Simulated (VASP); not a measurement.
# WSe2 in VASP: further runs

The runs below take WSe2 through single point, with PBEsol.

All numbers are computed with VASP 6.6.1; they aren't measurements. Logs are shortened: lines on timing, memory, paths and dates and some standing lists are left out, and cuts for length are marked.

## Step 1: The cell of the first run

The cell holds a slab with vacuum, 3 atoms: a = 3.401 Å, b = 3.401 Å, c = 16.661 Å, α = 90.00°, β = 90.00°, γ = 120.00°.

## Step 2: Single point, PBEsol

Input file INCAR:

```
PREC = Accurate
ENCUT = 520
EDIFF = 1E-6
ISMEAR = 0
SIGMA = 0.05
LREAL = False
LASPH = True
NELM = 60
ALGO = Normal
ISIF = 2
LWAVE = False
LCHARG = False
GGA = PS
NBANDS = 20
```

Input file KPOINTS:

```
Automatic mesh
0
Gamma
  9 9 2
```

Input file POSCAR:

```
WSe2
1.0
    3.4010209378      0.0000000000      0.0000000000
   -1.7005104689      2.9453705310      0.0000000000
    0.0000000000      0.0000000000     16.6611439352
W Se
1 2
Direct
    0.0000000000      0.0000000000     -0.0020625895
    0.3333333333      0.6666666667      0.1027998978
    0.3333333333      0.6666666667      0.9020016932
```

Potentials or basis: VASP PAW PBE potentials, release 64 (W_sv, Se).

Started as:

```sh
cat potpaw_PBE.64/W_sv/POTCAR potpaw_PBE.64/Se/POTCAR > POTCAR
mpirun -np 1 vasp_std > vasp.out
```

OUTCAR:

```text
PREC = Accurate
   ENCUT = 520
   EDIFF = 1E-6
   ISMEAR = 0
   LREAL = False
   LASPH = True
   NELM = 60
   ISIF = 2
   GGA = PS

 ion  position               nearest neighbor table
   1  0.000  0.000  0.998-   3 2.53   3 2.53   3 2.53   2 2.63   2 2.63   2 2.63
   2  0.333  0.667  0.103-   1 2.63   1 2.63   1 2.63
   3  0.333  0.667  0.902-   1 2.53   1 2.53   1 2.53

  LATTYP: Found a hexagonal cell.
 ALAT       =     3.4010209378
 C/A-ratio  =     4.8988654407

  Lattice vectors:

 A1 = (   3.4010209378,   0.0000000000,   0.0000000000)
 A2 = (  -1.7005104689,   2.9453705310,   0.0000000000)
 A3 = (   0.0000000000,   0.0000000000,  16.6611439352)

Analysis of symmetry for initial positions (statically):
=====================================================================
 Subroutine PRICEL returns:
 Original cell was already a primitive cell.

 Routine SETGRP: Setting up the symmetry group for a
 hexagonal supercell.

 Subroutine GETGRP returns: Found  6 space group operations
 (whereof  6 operations were pure point group operations)
 out of a pool of 24 trial point group operations.

The static configuration has the point symmetry C_3v.

Analysis of symmetry for dynamics (positions and initial velocities):
=====================================================================
 Subroutine PRICEL returns:
 Original cell was already a primitive cell.

 Routine SETGRP: Setting up the symmetry group for a
 hexagonal supercell.

 Subroutine GETGRP returns: Found  6 space group operations
 (whereof  6 operations were pure point group operations)
 out of a pool of 24 trial point group operations.

The dynamic configuration has the point symmetry C_3v.

 Subroutine INISYM returns: Found  6 space group operations
 (whereof  6 operations are pure point group operations),
 and found     1 'primitive' translations

----------------------------------------------------------------------------------------

                                     Primitive cell

  volume of cell :     166.8991

  direct lattice vectors                    reciprocal lattice vectors
     3.401020938  0.000000000  0.000000000     0.294029357  0.169757928  0.000000000
    -1.700510469  2.945370531  0.000000000     0.000000000  0.339515857  0.000000000
     0.000000000  0.000000000 16.661143935     0.000000000  0.000000000  0.060019888

  length of vectors
     3.401020938  3.401020938 16.661143935     0.339515857  0.339515857  0.060019888

  position of ions in fractional coordinates (direct lattice)
     0.000000000  0.000000000  0.997937411
     0.333333333  0.666666667  0.102799898
     0.333333333  0.666666667  0.902001693

  ion indices of the primitive-cell ions
   primitive index   ion index
                 1           1
                 2           2
                 3           3

----------------------------------------------------------------------------------------

 KPOINTS: Automatic mesh

Automatic generation of k-mesh.
 Grid dimensions read from file:
 generate k-points for:    9    9    2

 Generating k-lattice:

  Cartesian coordinates                     Fractional coordinates (reciprocal lattice)
     0.032669929  0.018861992  0.000000000     0.111111111  0.000000000  0.000000000
     0.000000000  0.037723984  0.000000000     0.000000000  0.111111111  0.000000000
     0.000000000  0.000000000  0.030009944     0.000000000  0.000000000  0.500000000

  Length of vectors
     0.037723984  0.037723984  0.030009944

  Shift w.r.t. Gamma in fractional coordinates (k-lattice)
     0.000000000  0.000000000  0.000000000

 Subroutine IBZKPT returns following result:
 ===========================================

 Found     24 irreducible k-points:

 Following reciprocal coordinates:
            Coordinates               Weight
  0.000000  0.000000  0.000000      1.000000
  0.111111  0.000000  0.000000      6.000000
  0.222222  0.000000  0.000000      6.000000
  0.333333  0.000000  0.000000      6.000000
  0.444444  0.000000  0.000000      6.000000
  0.111111  0.111111  0.000000      6.000000
[... 16 lines left out ...]
  0.333333  0.222222  0.500000     12.000000
  0.333333  0.333333  0.500000      2.000000
   k-points           NKPTS =     24   k-points in BZ     NKDIM =     24   number of bands    NBANDS=     20
   number of dos      NEDOS =    301   number of ions     NIONS =      3
   total plane-waves  NPLWV =  98784
   dimension x,y,z NGX =    28 NGY =   28 NGZ =  126
   dimension x,y,z NGXF=    56 NGYF=   56 NGZF=  252
   ions per type =               1   2
   NGX,Y,Z   is equivalent  to a cutoff of  13.69, 13.69, 12.57 a.u.
   NGXF,Y,Z  is equivalent  to a cutoff of  27.37, 27.37, 25.14 a.u.
 SYSTEM =  unknown system
   PREC   = accura    normal or accurate (medium, high low for compatibility)
   ISTART =      0    job   : 0-new  1-cont  2-samecut
   ICHARG =      2    charge: 1-file 2-atom 10-const
   ISPIN  =      1    spin polarized calculation?
   LNONCOLLINEAR =      F non collinear calculations
   LSORBIT =      F    spin-orbit coupling
   LASPH  =      T    aspherical Exc in radial PAW
   ENCUT  =  520.0 eV  38.22 Ry    6.18 a.u.   6.32  6.32 30.98*2*pi/ulx,y,z
   NELM   =     60;   NELMIN=  2; NELMDL= -5     # of ELM steps
   EDIFF  = 0.1E-05   stopping-criterion for ELM
   LREAL  =      F    real-space projection
   EDIFFG = 0.1E-04   stopping-criterion for IOM
   NSW    =      0    number of steps for IOM
   IBRION =     -1    ionic relax: 0-MD 1-quasi-New 2-CG
   NFREE  =      0    steps in history (QN), initial steepest desc. (CG)
   ISIF   =      2    stress and relaxation
   ISYM   =      2    0-nonsym 1-usesym 2-fastsym
   POTIM  = 0.5000    time-step for ionic-motion
   TEBEG  =    0.0;   TEEND  =   0.0 temperature during run
   PSTRESS=    0.0 pullay stress
   NELECT =      26.0000    total number of electrons
   NUPDOWN=      -1.0000    fix difference up-down
   EMIN   =  10.00;   EMAX   =-10.00  energy-range for DOS
   EFERMI =   0.00;   METHOD = LEGACY
   ISMEAR =     0;   SIGMA  =   0.05  broadening in eV -4-tet -1-fermi 0-gaus
   EFERMI_NEDOS =   21; number of points for ismear=-14 and -15
   IALGO  =     38    algorithm
   IMIX   =      4    mixing-type and parameters
     AMIX     =   0.40;   BMIX     =  1.00
     AMIX_MAG =   1.60;   BMIX_MAG =  1.00
  volume/ion in A,a.u.               =      55.63       375.43
  Fermi-wavevector in a.u.,A,eV,Ry     =   0.880876  1.664614 10.557330  0.775942
  Thomas-Fermi vector in A             =   2.001295
   LORBIT       =      0    0 simple, 1 ext, 2 COOP (PROOUT), +10 PAW based schemes
   GGA     = PS    functional components
   LHFCALC =     F    Hartree Fock is set to
   AEXX    =    0.0000 exact exchange contribution
   IVDW    =     0    specifies the selected vdW correction
   LEPSILON=     F    determine dielectric tensor
   LRPA    =     F    only Hartree local field effects (RPA)
 non-spin polarized calculation
 Gauss-broadening in eV      SIGMA  =   0.05
  energy-cutoff  :      520.00
  volume of cell :      166.90
 maximum number of plane-waves:      4523
 NGX is ok and might be reduce to    28
   NGX = 13   NGY = 13   NGZ = 61

 number of electron      26.0000002 magnetization

 Free energy of the ion-electron system (eV)
  ---------------------------------------------------
  ext. energy  EPLUGINS =         0.00000000
  ---------------------------------------------------
  free energy    TOTEN  =       -23.00922399 eV

  energy without entropy =      -23.00922399  energy(sigma->0) =      -23.00922399

 E-fermi :  -0.8381     XC(G=0):  -4.6926

 val. band max:       -1.2246535391   @ k =   0.3333   0.3333   0.5000
 cond. band min:       0.0888150062   @ k =   0.3333   0.3333   0.5000
 fundamental gap:      1.3134685452
 Fermi energy:        -0.8380778238

 k-point     1 :       0.0000    0.0000    0.0000
  band No.  band energies     occupation
      1     -75.3302      2.00000
      2     -39.4975      2.00000
      3     -39.4491      2.00000
      4     -39.4491      2.00000
      5     -15.6116      2.00000
      6     -14.3970      2.00000
[... 12 lines left out ...]
     19       3.8963      0.00000
     20       3.9393      0.00000

 k-point     2 :       0.1111    0.0000    0.0000
  band No.  band energies     occupation
      1     -75.3295      2.00000
      2     -39.4941      2.00000
      3     -39.4680      2.00000
      4     -39.4536      2.00000
      5     -15.4528      2.00000
      6     -14.3173      2.00000
[... 12 lines left out ...]
     19       4.1717      0.00000
     20       4.3264      0.00000

 k-point     3 :       0.2222    0.0000    0.0000
  band No.  band energies     occupation
      1     -75.3277      2.00000
      2     -39.5157      2.00000
      3     -39.4850      2.00000
      4     -39.4650      2.00000
      5     -15.0194      2.00000
      6     -14.1002      2.00000
[... 12 lines left out ...]
     19       4.7801      0.00000
     20       5.1834      0.00000

 k-point     4 :       0.3333    0.0000    0.0000
  band No.  band energies     occupation
      1     -75.3256      2.00000
      2     -39.5692      2.00000
      3     -39.4778      2.00000
      4     -39.4750      2.00000
      5     -14.4540      2.00000
      6     -13.8164      2.00000
[... 12 lines left out ...]
     19       5.1920      0.00000
     20       5.5816      0.00000

 k-point     5 :       0.4444    0.0000    0.0000
  band No.  band energies     occupation
      1     -75.3242      2.00000
      2     -39.6038      2.00000
      3     -39.4862      2.00000
      4     -39.4684      2.00000
      5     -14.0288      2.00000
      6     -13.5947      2.00000
[... 12 lines left out ...]
     19       5.6347      0.00000
     20       5.8181      0.00000

 k-point     6 :       0.1111    0.1111    0.0000
  band No.  band energies     occupation
      1     -75.3282      2.00000
      2     -39.4999      2.00000
      3     -39.4875      2.00000
      4     -39.4632      2.00000
      5     -15.1561      2.00000
      6     -14.1684      2.00000
[... 12 lines left out ...]
     19       4.5919      0.00000
     20       5.0757      0.00000

 k-point     7 :       0.2222    0.1111    0.0000
  band No.  band energies     occupation
      1     -75.3263      2.00000
      2     -39.5463      2.00000
      3     -39.4792      2.00000
      4     -39.4782      2.00000
      5     -14.6512      2.00000
      6     -13.9141      2.00000
[... 12 lines left out ...]
     19       5.3313      0.00000
     20       5.5591      0.00000
[... 277 lines left out ...]
 k-point    20 :       0.3333    0.1111    0.5000
  band No.  band energies     occupation
      1     -75.3245      2.00000
      2     -39.5868      2.00000
      3     -39.4933      2.00000
      4     -39.4699      2.00000
      5     -14.1402      2.00000
      6     -13.6501      2.00000
[... 12 lines left out ...]
     19       5.7321      0.00000
     20       6.0624      0.00000

 k-point    21 :       0.4444    0.1111    0.5000
  band No.  band energies     occupation
      1     -75.3239      2.00000
      2     -39.6026      2.00000
      3     -39.4989      2.00000
      4     -39.4666      2.00000
      5     -13.9186      2.00000
      6     -13.5262      2.00000
[... 12 lines left out ...]
     19       6.2038      0.00000
     20       6.6239      0.00000

 k-point    22 :       0.2222    0.2222    0.5000
  band No.  band energies     occupation
      1     -75.3247      2.00000
      2     -39.5724      2.00000
      3     -39.5039      2.00000
      4     -39.4705      2.00000
      5     -14.1874      2.00000
      6     -13.6706      2.00000
[... 12 lines left out ...]
     19       5.8356      0.00000
     20       5.9961      0.00000

 k-point    23 :       0.3333    0.2222    0.5000
  band No.  band energies     occupation
      1     -75.3236      2.00000
      2     -39.5850      2.00000
      3     -39.5244      2.00000
      4     -39.4655      2.00000
      5     -13.8576      2.00000
      6     -13.4795      2.00000
[... 12 lines left out ...]
     19       5.9778      0.00000
     20       6.9403      0.00000

 k-point    24 :       0.3333    0.3333    0.5000
  band No.  band energies     occupation
      1     -75.3233      2.00000
      2     -39.5693      2.00000
      3     -39.5517      2.00000
      4     -39.4637      2.00000
      5     -13.7466      2.00000
      6     -13.4031      2.00000
[... 12 lines left out ...]
     19       4.9636      0.00000
     20       7.4227      0.00000

------------------------ aborting loop because EDIFF is reached ----------------------------------------

  FORCE on cell =-STRESS in cart. coord.  units (eV):
  Direction    XX          YY          ZZ          XY          YZ          ZX
  --------------------------------------------------------------------------------------
  -------------------------------------------------------------------------------------
  Total       -3.8657395     -3.8657395     -2.3330446      0.0000000      0.0000000      0.0000000
  in kB      -37.1098427    -37.1098427    -22.3964696      0.0000000      0.0000000      0.0000000
  external PRESSURE =     -32.2053850 kB  Pullay stress =       0.0000000 kB

 VOLUME and BASIS-vectors are now :
 -----------------------------------------------------------------------------
  energy-cutoff  :      520.00
  volume of cell :      166.90
      direct lattice vectors                 reciprocal lattice vectors
     3.401020938  0.000000000  0.000000000     0.294029357  0.169757928  0.000000000
    -1.700510469  2.945370531  0.000000000     0.000000000  0.339515857  0.000000000
     0.000000000  0.000000000 16.661143935     0.000000000  0.000000000  0.060019888

 POSITION                                       TOTAL-FORCE (eV/Angst)
 -----------------------------------------------------------------------------------
      0.00000      0.00000     16.62678        -0.000000      0.000000      1.836769
     -0.00000      1.96358      1.71276         0.000000      0.000000     -1.571785
     -0.00000      1.96358     15.02838         0.000000     -0.000000     -0.264984
 -----------------------------------------------------------------------------------
    total drift:                                0.000000     -0.000000      0.000119

  FREE ENERGIE OF THE ION-ELECTRON SYSTEM (eV)
  ---------------------------------------------------
  free  energy   TOTEN  =       -23.0092239875 eV

  energy  without entropy=      -23.0092239875  energy(sigma->0) =      -23.00922399
```

It took 97 s on 1 thread of AMD EPYC 7R13 (Zen 3), shared host; peak memory 0.29 GiB.

Results:

| Quantity | Value |
| --- | --- |
| Free energy | -23.0092 eV |
| Largest force | 1.837 eV/Å |
| Band gap on the k mesh | 1.31 eV, direct |

Forces in eV/Å, atoms in the order of the input:
```
W    0.000  0.000  1.837
Se   0.000  0.000 -1.572
Se   0.000  0.000 -0.265
```

Levels at points of the mesh, in eV from the valence-band top:
| k point | band 11 | band 12 | band 13 | band 14 | band 15 | band 16 |
| --- | --- | --- | --- | --- | --- | --- |
| (0.00, 0.00, 0.00) | -1.25 | -1.25 | -0.03 | 2.59 | 2.59 | 3.07 |
| (0.00, 0.00, 0.50) | -1.25 | -1.25 | -0.03 | 2.59 | 2.59 | 3.07 |

Caveat: the PAW data sets were made with another functional, which shifts forces and pressure a little; spin-orbit coupling is left out, which moves the levels of the heavy elements.

[end of part 1 of 2]
